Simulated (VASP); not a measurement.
# Ti3O (P6_3/mcm) in VASP: single point with PBEsol

Aim: the single point of Ti3O with PBEsol.

All numbers are computed with VASP 6.6.1; they aren't measurements. Logs are shortened: lines on timing, memory, paths and dates and some standing lists are left out, and cuts for length are marked.

### Step 1. The cell of the first run

Symmetry: P6_3/mcm, No. 193, hexagonal system. Conventional cell: a = 5.825 Å, b = 5.825 Å, c = 4.846 Å, α = 90.00°, β = 90.00°, γ = 120.00°. Ti (site symmetry m2m) has 2 O at 2.27 Å and 12 Ti at 3.09 to 3.38 Å within 3.4 Å. Within 3.0 Å of O (site symmetry -3m) lie 6 Ti at 2.27 Å and 2 O at 2.42 Å.

### Step 2. Single point, PBEsol (strain +0.1500 x Voigt [1, 1, 0, 0, 0, 0])

Input file INCAR:

```
SYSTEM = Ti3O
  PREC = Accurate
  ENCUT = 520
  EDIFF = 1E-6
  ISMEAR = 0
  SIGMA = 0.15
  LREAL = .FALSE.
  LASPH = .TRUE.
  NELM = 100
  ALGO = Normal
  ISIF = 2
  LWAVE = .FALSE.
  LCHARG = .FALSE.
  GGA = PS
  NBANDS = 52
```

Input file KPOINTS:

```
regular mesh
0
G
  12 12 8
  0 0 0
```

Input file POSCAR:

```
Ti3O
1.0
    5.8253187196      0.0000000000      0.0000000000
   -2.9126593598      5.0448739963      0.0000000000
    0.0000000000      0.0000000000      4.8458180485
Ti O
6 2
Direct
    0.0000000000      0.6708131061      0.7500000000
    0.0000000000      0.3291868939      0.2500000000
    0.6708131061      0.0000000000      0.7500000000
    0.6708131061      0.6708131061      0.2500000000
    0.3291868939      0.3291868939      0.7500000000
    0.3291868939      0.0000000000      0.2500000000
    0.0000000000      0.0000000000      0.5000000000
    0.0000000000      0.0000000000      0.0000000000
```

Potentials or basis: VASP PAW PBE potentials, release 64 (Ti_sv, O).

Launch:

```sh
$ cat potpaw_PBE.64/Ti_sv/POTCAR potpaw_PBE.64/O/POTCAR > POTCAR
$ mpirun -np 1 vasp_std > vasp.out
```

OUTCAR:

```text
SYSTEM = Ti3O
   PREC = Accurate
   ENCUT = 520
   EDIFF = 1E-6
   ISMEAR = 0
   LREAL = .FALSE.
   LASPH = .TRUE.
   NELM = 100
   ISIF = 2
   GGA = PS

 ion  position               nearest neighbor table
   1  0.000  0.671  0.750-   7 2.27   8 2.27
   2  0.000  0.329  0.250-   7 2.27   8 2.27
   3  0.671  0.000  0.750-   7 2.27   8 2.27
   4  0.671  0.671  0.250-   7 2.27   8 2.27
   5  0.329  0.329  0.750-   7 2.27   8 2.27
   6  0.329  0.000  0.250-   7 2.27   8 2.27
   7  0.000  0.000  0.500-   1 2.27   2 2.27   4 2.27   5 2.27   3 2.27   6 2.27
   8  0.000  0.000  0.000-   1 2.27   2 2.27   4 2.27   5 2.27   3 2.27   6 2.27

  LATTYP: Found a hexagonal cell.
 ALAT       =     5.8253187196
 C/A-ratio  =     0.8318545786

  Lattice vectors:

 A1 = (   5.8253187196,   0.0000000000,   0.0000000000)
 A2 = (  -2.9126593598,   5.0448739963,   0.0000000000)
 A3 = (   0.0000000000,   0.0000000000,   4.8458180485)

Analysis of symmetry for initial positions (statically):
=====================================================================
 Subroutine PRICEL returns:
 Original cell was already a primitive cell.

 Routine SETGRP: Setting up the symmetry group for a
 hexagonal supercell.

 Subroutine GETGRP returns: Found 24 space group operations
 (whereof 12 operations were pure point group operations)
 out of a pool of 24 trial point group operations.

The static configuration has the point symmetry D_3d.
 The point group associated with its full space group is D_6h.

Analysis of symmetry for dynamics (positions and initial velocities):
=====================================================================
 Subroutine PRICEL returns:
 Original cell was already a primitive cell.

 Routine SETGRP: Setting up the symmetry group for a
 hexagonal supercell.

 Subroutine GETGRP returns: Found 24 space group operations
 (whereof 12 operations were pure point group operations)
 out of a pool of 24 trial point group operations.

The dynamic configuration has the point symmetry D_3d.
 The point group associated with its full space group is D_6h.

 Subroutine INISYM returns: Found 24 space group operations
 (whereof 12 operations are pure point group operations),
 and found     1 'primitive' translations

----------------------------------------------------------------------------------------

                                     Primitive cell

  volume of cell :     142.4089

  direct lattice vectors                    reciprocal lattice vectors
     5.825318720  0.000000000  0.000000000     0.171664427  0.099110503  0.000000000
    -2.912659360  5.044873996  0.000000000     0.000000000  0.198221006  0.000000000
     0.000000000  0.000000000  4.845818048     0.000000000  0.000000000  0.206363506

  length of vectors
     5.825318720  5.825318720  4.845818048     0.198221006  0.198221006  0.206363506

  position of ions in fractional coordinates (direct lattice)
     1.000000000  0.670813106  0.750000000
     1.000000000  0.329186894  0.250000000
     0.670813106  0.000000000  0.750000000
     0.670813106  0.670813106  0.250000000
     0.329186894  0.329186894  0.750000000
     0.329186894  0.000000000  0.250000000
     0.000000000  0.000000000  0.500000000
     0.000000000  0.000000000  0.000000000

  ion indices of the primitive-cell ions
   primitive index   ion index
                 1           1
                 2           2
                 3           3
                 4           4
                 5           5
                 6           6
                 7           7
                 8           8

----------------------------------------------------------------------------------------

 KPOINTS: regular mesh

Automatic generation of k-mesh.
 Grid dimensions read from file:
 generate k-points for:   12   12    8

 Generating k-lattice:

  Cartesian coordinates                     Fractional coordinates (reciprocal lattice)
     0.014305369  0.008259209  0.000000000     0.083333333 -0.000000000  0.000000000
     0.000000000  0.016518417  0.000000000     0.000000000  0.083333333  0.000000000
     0.000000000  0.000000000  0.025795438     0.000000000  0.000000000  0.125000000

  Length of vectors
     0.016518417  0.016518417  0.025795438

  Shift w.r.t. Gamma in fractional coordinates (k-lattice)
     0.000000000  0.000000000  0.000000000

 Subroutine IBZKPT returns following result:
 ===========================================

 Found     95 irreducible k-points:

 Following reciprocal coordinates:
            Coordinates               Weight
  0.000000  0.000000  0.000000      1.000000
  0.083333  0.000000  0.000000      6.000000
  0.166667  0.000000  0.000000      6.000000
  0.250000  0.000000  0.000000      6.000000
  0.333333  0.000000  0.000000      6.000000
  0.416667  0.000000  0.000000      6.000000
[... 16 lines left out ...]
  0.250000  0.000000  0.125000     12.000000
  0.333333  0.000000  0.125000     12.000000
 [... further k-points ...]
   k-points           NKPTS =     95   k-points in BZ     NKDIM =     95   number of bands    NBANDS=     52
   number of dos      NEDOS =    301   number of ions     NIONS =      8
   total plane-waves  NPLWV =  82944
   dimension x,y,z NGX =    48 NGY =   48 NGZ =   36
   dimension x,y,z NGXF=    96 NGYF=   96 NGZF=   72
   ions per type =               6   2
   NGX,Y,Z   is equivalent  to a cutoff of  13.70, 13.70, 12.35 a.u.
   NGXF,Y,Z  is equivalent  to a cutoff of  27.40, 27.40, 24.70 a.u.
 SYSTEM =  Ti3O
   PREC   = accura    normal or accurate (medium, high low for compatibility)
   ISTART =      0    job   : 0-new  1-cont  2-samecut
   ICHARG =      2    charge: 1-file 2-atom 10-const
   ISPIN  =      1    spin polarized calculation?
   LNONCOLLINEAR =      F non collinear calculations
   LSORBIT =      F    spin-orbit coupling
   LASPH  =      T    aspherical Exc in radial PAW
   ENCUT  =  520.0 eV  38.22 Ry    6.18 a.u.  10.83 10.83  9.01*2*pi/ulx,y,z
   NELM   =    100;   NELMIN=  2; NELMDL= -5     # of ELM steps
   EDIFF  = 0.1E-05   stopping-criterion for ELM
   LREAL  =      F    real-space projection
   EDIFFG = 0.1E-04   stopping-criterion for IOM
   NSW    =      0    number of steps for IOM
   IBRION =     -1    ionic relax: 0-MD 1-quasi-New 2-CG
   NFREE  =      0    steps in history (QN), initial steepest desc. (CG)
   ISIF   =      2    stress and relaxation
   ISYM   =      2    0-nonsym 1-usesym 2-fastsym
   POTIM  = 0.5000    time-step for ionic-motion
   TEBEG  =    0.0;   TEEND  =   0.0 temperature during run
   PSTRESS=    0.0 pullay stress
   NELECT =      84.0000    total number of electrons
   NUPDOWN=      -1.0000    fix difference up-down
   EMIN   =  10.00;   EMAX   =-10.00  energy-range for DOS
   EFERMI =   0.00;   METHOD = LEGACY
   ISMEAR =     0;   SIGMA  =   0.15  broadening in eV -4-tet -1-fermi 0-gaus
   EFERMI_NEDOS =   21; number of points for ismear=-14 and -15
   IALGO  =     38    algorithm
   IMIX   =      4    mixing-type and parameters
     AMIX     =   0.40;   BMIX     =  1.00
     AMIX_MAG =   1.60;   BMIX_MAG =  1.00
  volume/ion in A,a.u.               =      17.80       120.13
  Fermi-wavevector in a.u.,A,eV,Ry     =   1.372953  2.594504 25.646967  1.884999
  Thomas-Fermi vector in A             =   2.498513
   LORBIT       =      0    0 simple, 1 ext, 2 COOP (PROOUT), +10 PAW based schemes
   GGA     = PS    functional components
   LHFCALC =     F    Hartree Fock is set to
   AEXX    =    0.0000 exact exchange contribution
   IVDW    =     0    specifies the selected vdW correction
   LEPSILON=     F    determine dielectric tensor
   LRPA    =     F    only Hartree local field effects (RPA)
 non-spin polarized calculation
 Gauss-broadening in eV      SIGMA  =   0.15
  energy-cutoff  :      520.00
  volume of cell :      142.41
 maximum number of plane-waves:      3864
 NGX is ok and might be reduce to    48
   NGX = 21   NGY = 21   NGZ = 19

 number of electron      83.9999999 magnetization

 Free energy of the ion-electron system (eV)
  ---------------------------------------------------
  ext. energy  EPLUGINS =         0.00000000
  ---------------------------------------------------
  free energy    TOTEN  =       -67.27570574 eV

  energy without entropy =      -67.17035185  energy(sigma->0) =      -67.22302879

 E-fermi :   6.2573     XC(G=0): -10.8157

 val. band max:        6.2530493885   @ k =   0.2500   0.2500   0.2500
 cond. band min:       6.2611581280   @ k =   0.1667   0.1667   0.2500
 fundamental gap:      0.0081087395
 Fermi energy:         6.2572852150

 k-point     1 :       0.0000    0.0000    0.0000
  band No.  band energies     occupation
      1     -51.0923      2.00000
      2     -51.0521      2.00000
      3     -51.0521      2.00000
      4     -51.0480      2.00000
      5     -51.0480      2.00000
      6     -51.0374      2.00000
[... 44 lines left out ...]
     51       7.4041      0.00000
     52       7.5884      0.00000

 k-point     2 :       0.0833    0.0000    0.0000
  band No.  band energies     occupation
      1     -51.0917      2.00000
      2     -51.0537      2.00000
      3     -51.0534      2.00000
      4     -51.0469      2.00000
      5     -51.0467      2.00000
      6     -51.0374      2.00000
[... 44 lines left out ...]
     51       7.3879      0.00000
     52       7.6221      0.00000

 k-point     3 :       0.1667    0.0000    0.0000
  band No.  band energies     occupation
      1     -51.0900      2.00000
      2     -51.0570      2.00000
      3     -51.0556      2.00000
      4     -51.0453      2.00000
      5     -51.0445      2.00000
      6     -51.0374      2.00000
[... 44 lines left out ...]
     51       7.3939      0.00000
     52       7.6952      0.00000
[... 1046 lines left out ...]
 k-point    23 :       0.2500    0.0000    0.1250
  band No.  band energies     occupation
      1     -51.0855      2.00000
      2     -51.0602      2.00000
      3     -51.0571      2.00000
      4     -51.0445      2.00000
      5     -51.0431      2.00000
      6     -51.0393      2.00000
[... 44 lines left out ...]
     51       7.4647      0.00000
     52       7.7804      0.00000

 k-point    24 :       0.3333    0.0000    0.1250
  band No.  band energies     occupation
      1     -51.0821      2.00000
      2     -51.0643      2.00000
      3     -51.0587      2.00000
      4     -51.0438      2.00000
      5     -51.0416      2.00000
      6     -51.0392      2.00000
[... 44 lines left out ...]
     51       7.5375      0.00000
     52       7.7290      0.00000

 [... further k-points ...]
[... 5 lines left out ...]
  --------------------------------------------------------------------------------------
  -------------------------------------------------------------------------------------
  Total      -27.4733164    -27.4733164    -12.6842605      0.0000000     -0.0000000     -0.0000000
  in kB     -309.0897129   -309.0897129   -142.7048111      0.0000000     -0.0000000     -0.0000000
  external PRESSURE =    -253.6280790 kB  Pullay stress =       0.0000000 kB

 VOLUME and BASIS-vectors are now :
 -----------------------------------------------------------------------------
  energy-cutoff  :      520.00
  volume of cell :      142.41
      direct lattice vectors                 reciprocal lattice vectors
     5.825318720  0.000000000  0.000000000     0.171664427  0.099110503  0.000000000
    -2.912659360  5.044873996  0.000000000     0.000000000  0.198221006  0.000000000
     0.000000000  0.000000000  4.845818048     0.000000000  0.000000000  0.206363506

 POSITION                                       TOTAL-FORCE (eV/Angst)
 -----------------------------------------------------------------------------------
     -1.95385      3.38417      3.63436        -0.828974      1.435825      0.000000
     -0.95881      1.66071      1.21145         0.828974     -1.435825      0.000000
      3.90770      0.00000      3.63436         1.657948      0.000000     -0.000000
      1.95385      3.38417      1.21145         0.828974      1.435825     -0.000000
      0.95881      1.66071      3.63436        -0.828974     -1.435825      0.000000
      1.91762      0.00000      1.21145        -1.657948      0.000000      0.000000
      0.00000      0.00000      2.42291        -0.000000      0.000000      0.000000
      0.00000      0.00000      0.00000        -0.000000      0.000000      0.000000
 -----------------------------------------------------------------------------------
    total drift:                               -0.000000      0.000000     -0.000000

  FREE ENERGIE OF THE ION-ELECTRON SYSTEM (eV)
  ---------------------------------------------------
  free  energy   TOTEN  =       -67.2757057362 eV

  energy  without entropy=      -67.1703518452  energy(sigma->0) =      -67.22302879
```

Wall time 27 min (1 thread of AMD EPYC 7R13, shared host); peak memory 0.61 GiB.

Results:

```yaml
Free_energy: -67.2757 eV
Pressure: -25.4 GPa
Largest_force: 1.658 eV/Å
Band_gap_on_the_k_mesh: zero (bands 42 and 43 overlap by 0.36 eV)
```

Forces on the atoms (eV/Å):
```
Ti  -0.829  1.436  0.000
Ti   0.829 -1.436  0.000
Ti   1.658  0.000  0.000
Ti   0.829  1.436  0.000
Ti  -0.829 -1.436  0.000
Ti  -1.658  0.000  0.000
O    0.000  0.000  0.000
O    0.000  0.000  0.000
```

Levels at points of the mesh, in eV from the Fermi level:
```tsv
k point	band 39	band 40	band 41	band 42	band 43	band 44	band 45	band 46
(0.00, 0.00, 0.00)	-0.89	-0.89	-0.41	0.02	0.02	0.52	0.52	0.61
(0.50, 0.00, 0.00)	-0.88	-0.84	-0.69	0.03	0.16	0.30	0.47	0.58
(0.00, 0.00, 0.50)	-0.70	-0.70	-0.22	-0.22	-0.22	-0.22	0.33	0.33
(0.50, 0.00, 0.50)	-0.62	-0.62	-0.45	-0.45	-0.06	-0.06	0.47	0.47
```

Caveat: the cell differs from its parent crystal (strain +0.1500 x Voigt [1, 1, 0, 0, 0, 0]); the stress differs along the axes, from -31 to -14 GPa; the PAW data sets were made with another functional, which shifts forces and pressure a little.
